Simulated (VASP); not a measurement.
A run of VASP 6.6.1 is set up as follows.

INCAR

```
PREC     = Accurate       # precision mode
ENCUT    = 520            # plane-wave cutoff, eV
EDIFF    = 1E-7           # SCF threshold, eV
ISMEAR   = 0              # smearing method
SIGMA    = 0.1            # smearing width, eV
LREAL    = F              # projectors in reciprocal space
LASPH    = T              # aspherical terms in the spheres
NELM     = 100            # most SCF steps
ALGO     = Normal         # electronic algorithm
ISIF     = 2              # what is computed and relaxed
LWAVE    = F              # write WAVECAR
LCHARG   = F              # write CHGCAR
GGA      = PE             # functional
NBANDS   = 18             # bands
```

File KPOINTS:

```
Automatic mesh
0
Gamma
  6 6 4
```

File POSCAR:

```
SiTe
1.0
    3.7090397400      0.0000000000      0.0000000000
   -1.8545198700      3.2121226400      0.0000000000
    0.0000000000      0.0000000000      6.1800852800
Si Te
2 2
Direct
    0.0000000000      0.0000000000      0.8025568000
    0.0000000000      0.0000000000      0.1974432000
    0.3333333300      0.6666666700      0.6146058900
    0.6666666700      0.3333333300      0.3853941100
```

Potentials or basis: VASP PAW PBE potentials, release 64 (Si, Te).

The run is started by

```sh
$ cat potpaw_PBE.64/Si/POTCAR potpaw_PBE.64/Te/POTCAR > POTCAR
$ mpirun -np 1 vasp_std > vasp.out
```

Question: Predict the band gap on the k mesh.

Answer: Zero (band 10 reaches 13.37 eV, above the bottom of band 11 at 11.39 eV).

Question: What does it give for the largest force?

Answer: 5.643 eV/Å.

Question: Estimate the pressure.

Answer: 58.8 GPa.

Stress tensor (GPa, compression positive):
```
64.49  0.00  0.00
 0.00 64.49  0.00
 0.00  0.00 47.52
```

Caveat: spin-orbit coupling is left out, which moves the levels of the heavy elements; forces of over 1 eV/Å act on the atoms, so gaps and moduli don't describe the material at rest.
